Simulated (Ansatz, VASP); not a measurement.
## Two plane-wave programs on In3Se

INCAR

```
SYSTEM = In3Se
ALGO = Normal
EDIFF = 1E-6
EDIFFG = -0.01
ENCUT = 600
GGA = PS
IBRION = 2
ISIF = 3
ISMEAR = -1
IVDW = 13
LASPH = .True.
LCHARG = .False.
LREAL = .False.
LWAVE = .False.
NELM = 60
NSW = 60
PREC = Accurate
SIGMA = 0.05
```

KPOINTS

```
k-points
0
Gamma
  6 6 6
  0 0 0
```

Contents of POSCAR:

```
In3Se
1.0
    4.8037580000      0.0000000000      0.0000000000
    0.0000000000      4.8037580000      0.0000000000
    0.0000000000      0.0000000000      4.8037580000
In Se
3 1
Direct
    0.5000000000      0.5000000000      0.0000000000
    0.5000000000      0.0000000000      0.5000000000
    0.0000000000      0.5000000000      0.5000000000
    0.0000000000      0.0000000000      0.0000000000
```

File input.yaml:

```yaml
crystal:
  lattice:
    - [4.803758, 0.0, 0.0]
    - [0.0, 4.803758, 0.0]
    - [0.0, 0.0, 4.803758]
  atoms:
    - { symbol: In, position: [0.5, 0.5, 0.0] }
    - { symbol: In, position: [0.5, 0.0, 0.5] }
    - { symbol: In, position: [0.0, 0.5, 0.5] }
    - { symbol: Se, position: [0.0, 0.0, 0.0] }
hamiltonian:
  xc: pbesol
  pseudopotentials: { kind: paw }
  dispersion: d4
kpoints:
  mp_grid: { grid: [6, 6, 6] }
scf:
  occupations: { method: fermi_dirac, width: 0.05 }
output:
  forces: true
  stress: true
  eigenvalues: true
  write_density: true
  write_potential: true
  elf: true
  volumetric_format: npy
relax:
  f_tol: 0.01
  max_steps: 40
  cell: { stress_tol: 0.05 }
```

Alike in both runs: task relaxation of cell and atoms; functional PBEsol; dispersion D4; k mesh 6 × 6 × 6; occupations fermi-dirac, width 0.05 eV; no spin polarisation.

```csv
,VASP,Ansatz
version,VASP 6.6.1,Ansatz 0.2.0
potentials or method,"VASP PAW PBE potentials, release 64 (In_d, Se)",Ansatz PAW
plane-wave cutoff (eV),600,420
valence electrons in the cell,45,55
```

```tsv
	VASP	Ansatz	Ansatz less VASP
gap on the k mesh at the Fermi level, each at its own relaxed structure (eV)	none	none	-
relaxed volume (Å³/atom)	24.77	24.73	-0.041
relaxed cell length with the largest relative difference (Å)	4.627	4.625	-0.0026
```

VASP's potentials were made for PBE, not for PBEsol. A gap of «none» marks a metal or a gap that the smearing closes. VASP's potentials hold 45 valence electrons a cell and Ansatz's 55, so a difference there can come from the potentials and not from the codes.

Noted on Ansatz's run: the plane-wave basis is chosen anew once the cell has moved, so the energies of steps on either side of that aren't comparable.
